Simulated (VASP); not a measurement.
Runs of VASP 6.6.1 on LaRu3. The structure is that of space group Fm-3m (No. 225), or close to it. The cells are those of the table. 

| cell | gap on the mesh (eV) | pressure (GPa) |
| --- | --- | --- |
| a = 4.615 Å, angles 60.0°, 4 atoms | none | (a) |
| a = 4.493 Å, angles 60.0°, 4 atoms | none | 7.9 |
| a = 4.524 Å, angles 60.0°, 4 atoms | none | 3.7 |
| a = 4.585 Å, angles 60.0°, 4 atoms | none | -3.2 |

Alike in all rows: task single point; level PBEsol; potentials or basis VASP PAW PBE potentials, release 64 (La, Ru_pv); no spin polarisation; k mesh 8 × 8 × 8; cutoff (eV) 520; smearing gaussian 0.05 eV.

Question: Fill in the values left out.

Answer: (a) -6.2.

Caveats: the PAW data sets were made with another functional, which shifts forces and pressure a little; spin-orbit coupling is left out, which moves the levels of the heavy elements; the cell stands under tension (at least some runs); the cell stands under pressure (at least some runs).

A k mesh can miss the band edges, and the runs leave out spin-orbit coupling on La, Ru.

A gap of «none» marks levels without a gap at the run's occupations.
